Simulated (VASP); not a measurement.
# LiSi2 (C2/m) in VASP: further runs

The runs below take LiSi2 through single point, relaxation of cell and atoms, with PBE.

All numbers are computed with VASP 6.6.1; they aren't measurements. Logs are shortened: lines on timing, memory, paths and dates and some standing lists are left out, and cuts for length are marked.

### 1 The cell of the first run

Symmetry: C2/m, No. 12, monoclinic system. The conventional cell has a = 6.023 Å, b = 3.394 Å, c = 4.201 Å, α = 90.00°, β = 91.70°, γ = 90.00°. Li (site symmetry 2/m) has 6 Si at 2.36 to 2.40 Å within 3.1 Å. Si (site symmetry m) has 3 Li at 2.36 to 2.40 Å and 3 Si at 2.42 to 2.72 Å within 3.1 Å.

### 2 Single point, PBE

Contents of INCAR:

```
ALGO = Normal ; EDIFF = 1E-6
ENCUT = 520 ; GGA = PE
ISIF = 2 ; ISMEAR = 0
LASPH = T ; LCHARG = F
LREAL = F ; LWAVE = F
NBANDS = 12 ; NELM = 100
PREC = Accurate ; SIGMA = 0.1
```

Contents of KPOINTS:

```
k-points
0
Gamma
  6 6 4
```

Contents of POSCAR:

```
LiSi2
1.0
    3.0114395200     -1.6968544700      0.0000000000
    3.0114395200      1.6968544700      0.0000000000
   -0.1248296800      0.0000000000      4.1986964800
Li Si
1 2
Direct
    0.0000000000      0.0000000000      0.0000000000
    0.3176870000      0.3176870000      0.6840320200
    0.6823130000      0.6823130000      0.3159679800
```

Potentials or basis: VASP PAW PBE potentials, release 64 (Li_sv, Si).

Started as:

```
cat potpaw_PBE.64/Li_sv/POTCAR potpaw_PBE.64/Si/POTCAR > POTCAR
mpirun -np 1 vasp_std > vasp.out
```

OUTCAR:

```text
EDIFF = 1E-6
   ENCUT = 520
   GGA = PE
   ISIF = 2
   ISMEAR = 0
   LASPH = T
   LREAL = F
   NELM = 100
   PREC = Accurate

 ion  position               nearest neighbor table
   1  0.000  0.000  0.000-   2 2.36   3 2.36   3 2.40   3 2.40   2 2.40   2 2.40
   2  0.318  0.318  0.684-   1 2.36   1 2.40   1 2.40   3 2.42   3 2.42   3 2.72
   3  0.682  0.682  0.316-   1 2.36   1 2.40   1 2.40   2 2.42   2 2.42   2 2.72

  LATTYP: Found a base centered monoclinic cell.
 ALAT       =     6.0228790400
 B/A-ratio  =     0.5634695496
 C/A-ratio  =     0.6974325188
 COS(beta)  =    -0.0297174488

  Lattice vectors:

 A1 = (   3.0114395200,  -1.6968544700,   0.0000000000)
 A2 = (   3.0114395200,   1.6968544700,   0.0000000000)
 A3 = (  -0.1248296800,   0.0000000000,   4.1986964800)

Analysis of symmetry for initial positions (statically):
=====================================================================
 Subroutine PRICEL returns:
 Original cell was already a primitive cell.

 Routine SETGRP: Setting up the symmetry group for a
 base centered monoclinic supercell.

 Subroutine GETGRP returns: Found  4 space group operations
 (whereof  4 operations were pure point group operations)
 out of a pool of  4 trial point group operations.

The static configuration has the point symmetry C_2h.

Analysis of symmetry for dynamics (positions and initial velocities):
=====================================================================
 Subroutine PRICEL returns:
 Original cell was already a primitive cell.

 Routine SETGRP: Setting up the symmetry group for a
 base centered monoclinic supercell.

 Subroutine GETGRP returns: Found  4 space group operations
 (whereof  4 operations were pure point group operations)
 out of a pool of  4 trial point group operations.

The dynamic configuration has the point symmetry C_2h.

 Subroutine INISYM returns: Found  4 space group operations
 (whereof  4 operations are pure point group operations),
 and found     1 'primitive' translations

----------------------------------------------------------------------------------------

                                     Primitive cell

  volume of cell :      42.9105

  direct lattice vectors                    reciprocal lattice vectors
     3.011439520 -1.696854470  0.000000000     0.166033552 -0.294662865  0.004936274
     3.011439520  1.696854470  0.000000000     0.166033552  0.294662865  0.004936274
    -0.124829680  0.000000000  4.198696480     0.000000000  0.000000000  0.238169157

  length of vectors
     3.456599930  3.456599930  4.200551700     0.338256872  0.338256872  0.238169157

  position of ions in fractional coordinates (direct lattice)
     0.000000000  0.000000000  0.000000000
     0.317687000  0.317687000  0.684032020
     0.682313000  0.682313000  0.315967980

  ion indices of the primitive-cell ions
   primitive index   ion index
                 1           1
                 2           2
                 3           3

----------------------------------------------------------------------------------------

 KPOINTS: k-points

Automatic generation of k-mesh.
 Grid dimensions read from file:
 generate k-points for:    6    6    4

 Generating k-lattice:

  Cartesian coordinates                     Fractional coordinates (reciprocal lattice)
     0.027672259 -0.049110478  0.000822712     0.166666667  0.000000000  0.000000000
     0.027672259  0.049110478  0.000822712     0.000000000  0.166666667  0.000000000
     0.000000000  0.000000000  0.059542289     0.000000000  0.000000000  0.250000000

  Length of vectors
     0.056376145  0.056376145  0.059542289

  Shift w.r.t. Gamma in fractional coordinates (k-lattice)
     0.000000000  0.000000000  0.000000000

 Subroutine IBZKPT returns following result:
 ===========================================

 Found     47 irreducible k-points:

 Following reciprocal coordinates:
            Coordinates               Weight
  0.000000  0.000000  0.000000      1.000000
  0.166667 -0.000000 -0.000000      4.000000
  0.333333 -0.000000 -0.000000      4.000000
  0.500000 -0.000000  0.000000      2.000000
  0.166667  0.166667 -0.000000      2.000000
  0.333333  0.166667 -0.000000      4.000000
[... 16 lines left out ...]
 -0.333333  0.166667  0.250000      4.000000
 -0.166667  0.166667  0.250000      4.000000
 [... further k-points ...]
   k-points           NKPTS =     47   k-points in BZ     NKDIM =     47   number of bands    NBANDS=     12
   number of dos      NEDOS =    301   number of ions     NIONS =      3
   total plane-waves  NPLWV =  25088
   dimension x,y,z NGX =    28 NGY =   28 NGZ =   32
   dimension x,y,z NGXF=    56 NGYF=   56 NGZF=   64
   ions per type =               1   2
   NGX,Y,Z   is equivalent  to a cutoff of  13.47, 13.47, 12.66 a.u.
   NGXF,Y,Z  is equivalent  to a cutoff of  26.93, 26.93, 25.33 a.u.
 SYSTEM =  unknown system
   PREC   = accura    normal or accurate (medium, high low for compatibility)
   ISTART =      0    job   : 0-new  1-cont  2-samecut
   ICHARG =      2    charge: 1-file 2-atom 10-const
   ISPIN  =      1    spin polarized calculation?
   LNONCOLLINEAR =      F non collinear calculations
   LSORBIT =      F    spin-orbit coupling
   LASPH  =      T    aspherical Exc in radial PAW
   ENCUT  =  520.0 eV  38.22 Ry    6.18 a.u.   6.43  6.43  7.81*2*pi/ulx,y,z
   NELM   =    100;   NELMIN=  2; NELMDL= -5     # of ELM steps
   EDIFF  = 0.1E-05   stopping-criterion for ELM
   LREAL  =      F    real-space projection
[... 7 lines left out ...]
   TEBEG  =    0.0;   TEEND  =   0.0 temperature during run
   PSTRESS=    0.0 pullay stress
   NELECT =      11.0000    total number of electrons
   NUPDOWN=      -1.0000    fix difference up-down
   EMIN   =  10.00;   EMAX   =-10.00  energy-range for DOS
   EFERMI =   0.00;   METHOD = LEGACY
   ISMEAR =     0;   SIGMA  =   0.10  broadening in eV -4-tet -1-fermi 0-gaus
   EFERMI_NEDOS =   21; number of points for ismear=-14 and -15
   IALGO  =     38    algorithm
   IMIX   =      4    mixing-type and parameters
     AMIX     =   0.40;   BMIX     =  1.00
     AMIX_MAG =   1.60;   BMIX_MAG =  1.00
  volume/ion in A,a.u.               =      14.30        96.52
  Fermi-wavevector in a.u.,A,eV,Ry     =   1.039963  1.965246 14.715021  1.081524
  Thomas-Fermi vector in A             =   2.174517
   LORBIT       =      0    0 simple, 1 ext, 2 COOP (PROOUT), +10 PAW based schemes
   GGA     = PE    functional components
   LHFCALC =     F    Hartree Fock is set to
   AEXX    =    0.0000 exact exchange contribution
   IVDW    =     0    specifies the selected vdW correction
   LEPSILON=     F    determine dielectric tensor
   LRPA    =     F    only Hartree local field effects (RPA)
 non-spin polarized calculation
 Gauss-broadening in eV      SIGMA  =   0.10
  energy-cutoff  :      520.00
  volume of cell :       42.91
 maximum number of plane-waves:      1171
 NGX is ok and might be reduce to    28
   NGX = 13   NGY = 13   NGZ = 15

 number of electron      11.0000000 magnetization

 Free energy of the ion-electron system (eV)
  ---------------------------------------------------
  ext. energy  EPLUGINS =         0.00000000
  ---------------------------------------------------
  free energy    TOTEN  =       -11.39966929 eV

  energy without entropy =      -11.39799949  energy(sigma->0) =      -11.39883439

 E-fermi :   6.8040     XC(G=0): -10.2156

 val. band max:        6.7169014695   @ k =   0.3333  -0.0000   0.2500
 cond. band min:       6.8600842039   @ k =   0.5000   0.5000   0.5000
 fundamental gap:      0.1431827344
 Fermi energy:         6.8040470019

 k-point     1 :       0.0000    0.0000    0.0000
  band No.  band energies     occupation
      1     -38.9822      2.00000
      2      -4.9410      2.00000
      3       2.6015      2.00000
      4       3.9429      2.00000
      5       8.1200      0.00000
      6       8.9703      0.00000
      7       9.5469      0.00000
      8      10.8726      0.00000
      9      11.9859      0.00000
     10      15.9871      0.00000
     11      16.3919      0.00000
     12      16.5652      0.00000

 k-point     2 :       0.1667   -0.0000   -0.0000
  band No.  band energies     occupation
      1     -38.9810      2.00000
      2      -4.5243      2.00000
      3       2.9097      2.00000
      4       4.2095      2.00000
      5       5.6460      2.00000
      6       7.3286      0.00000
      7       9.8119      0.00000
      8      11.9282      0.00000
      9      13.4098      0.00000
     10      13.7598      0.00000
     11      14.7368      0.00000
     12      15.5046      0.00000

 k-point     3 :       0.3333   -0.0000   -0.0000
  band No.  band energies     occupation
      1     -38.9785      2.00000
      2      -3.2987      2.00000
      3       1.6932      2.00000
      4       4.5997      2.00000
      5       5.0770      2.00000
      6       6.1382      2.00000
      7       8.8106      0.00000
      8      10.1251      0.00000
      9      10.8749      0.00000
     10      13.0332      0.00000
     11      14.2967      0.00000
     12      16.5490      0.00000
[... 286 lines left out ...]
 k-point    23 :      -0.3333    0.1667    0.2500
  band No.  band energies     occupation
      1     -38.9772      2.00000
      2      -1.7113      2.00000
      3       0.6085      2.00000
      4       2.8210      2.00000
      5       4.5657      2.00000
      6       5.1938      2.00000
      7       8.7371      0.00000
      8      10.3157      0.00000
      9      12.3397      0.00000
     10      12.7559      0.00000
     11      15.2336      0.00000
     12      16.4020      0.00000

 k-point    24 :      -0.1667    0.1667    0.2500
  band No.  band energies     occupation
      1     -38.9790      2.00000
      2      -3.3220      2.00000
      3       1.1960      2.00000
      4       3.5510      2.00000
      5       5.7986      2.00000
      6       7.2378      0.00000
      7       9.0930      0.00000
      8       9.8709      0.00000
      9      12.5385      0.00000
     10      13.0707      0.00000
     11      14.8051      0.00000
     12      16.3256      0.00000

 [... further k-points ...]

------------------------ aborting loop because EDIFF is reached ----------------------------------------

  FORCE on cell =-STRESS in cart. coord.  units (eV):
  Direction    XX          YY          ZZ          XY          YZ          ZX
  --------------------------------------------------------------------------------------
  -------------------------------------------------------------------------------------
  Total        3.0783956      3.7355324      0.6370358      0.0000000      0.0000000      0.5942201
  in kB      114.9401598    139.4761229     23.7854424      0.0000000      0.0000000     22.1868032
  external PRESSURE =      92.7339084 kB  Pullay stress =       0.0000000 kB

 VOLUME and BASIS-vectors are now :
 -----------------------------------------------------------------------------
  energy-cutoff  :      520.00
  volume of cell :       42.91
      direct lattice vectors                 reciprocal lattice vectors
     3.011439520 -1.696854470  0.000000000     0.166033552 -0.294662865  0.004936274
     3.011439520  1.696854470  0.000000000     0.166033552  0.294662865  0.004936274
    -0.124829680  0.000000000  4.198696480     0.000000000  0.000000000  0.238169157

 POSITION                                       TOTAL-FORCE (eV/Angst)
 -----------------------------------------------------------------------------------
      0.00000      0.00000      0.00000        -0.000000      0.000000      0.000000
      1.82800      0.00000      2.87204         0.571283      0.000000     -1.716000
      4.07005      0.00000      1.32665        -0.571283      0.000000      1.716000
 -----------------------------------------------------------------------------------
    total drift:                                0.000000     -0.000000      0.000000

  FREE ENERGIE OF THE ION-ELECTRON SYSTEM (eV)
  ---------------------------------------------------
  free  energy   TOTEN  =       -11.3996692875 eV

  energy  without entropy=      -11.3979994899  energy(sigma->0) =      -11.39883439
```

It took 16 s on 1 thread of Intel Xeon Platinum 8259CL at 2.50GHz (Skylake/Cascade Lake), shared host; peak memory 0.16 GiB.

What came out:

```yaml
Free_energy: -11.3997 eV
Largest_force: 1.809 eV/Å
```

Forces in eV/Å, atoms in the order of the input:
```
Li   0.000  0.000  0.000
Si   0.571  0.000 -1.716
Si  -0.571  0.000  1.716
```

Caveat: the k points lie up to 0.37 Å⁻¹ apart; the cutoff is under 1.25 times the usual one of these potentials, so pressure, stress and relaxed cells hold a basis-set (Pulay) error; forces of over 1 eV/Å act on the atoms, so gaps and moduli don't describe the material at rest.

(Part 1 of 3 ends here.)
